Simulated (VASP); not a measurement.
A run of VASP 6.6.1:

The input INCAR:

```
ALGO     = Fast           # electronic algorithm
EDIFF    = 1E-7           # SCF threshold, eV
ENCUT    = 520            # plane-wave cutoff, eV
GGA      = PE             # functional
ISIF     = 2              # what is computed and relaxed
ISMEAR   = 0              # smearing method
LASPH    = T              # aspherical terms in the spheres
LCHARG   = F              # write CHGCAR
LREAL    = F              # projectors in reciprocal space
LWAVE    = F              # write WAVECAR
NBANDS   = 38             # bands
NELM     = 80             # most SCF steps
PREC     = Accurate       # precision mode
SIGMA    = 0.1            # smearing width, eV
```

Contents of KPOINTS:

```
k-points
0
Gamma
  18 18 4
```

POSCAR

```
Ir5Ru
1.0
    2.8149250301      0.0000000299      0.0000000000
   -1.4074625410      2.4377965709      0.0000000000
    0.0000000000      0.0000000000     13.8269429513
Ru Ir
1 5
Direct
    0.0000000000      0.0000000000      0.5000000000
    0.3333333333      0.6666666667      0.8336452944
    0.6666666667      0.3333333333      0.6635696834
    0.3333333333      0.6666666667      0.3364303166
    0.6666666667      0.3333333333      0.1663547056
    0.0000000000      0.0000000000      0.0000000000
```

Potentials or basis: VASP PAW PBE potentials, release 64 (Ru_pv, Ir).

Launch:

```sh
$ cat potpaw_PBE.64/Ru_pv/POTCAR potpaw_PBE.64/Ir/POTCAR > POTCAR
$ mpirun -np 1 vasp_std > vasp.out
```

Hardware: 1 thread of Intel(R) Xeon(R) 6975P-C (Granite Rapids) (shared host).

Problem. How long does it take, and how much memory?

Solution. Run time: 6.1 min on 1 thread of Intel(R) Xeon(R) 6975P-C (Granite Rapids), with other jobs on the host, peak memory 0.54 GiB. Counts: scf iterations 21, k points 138.
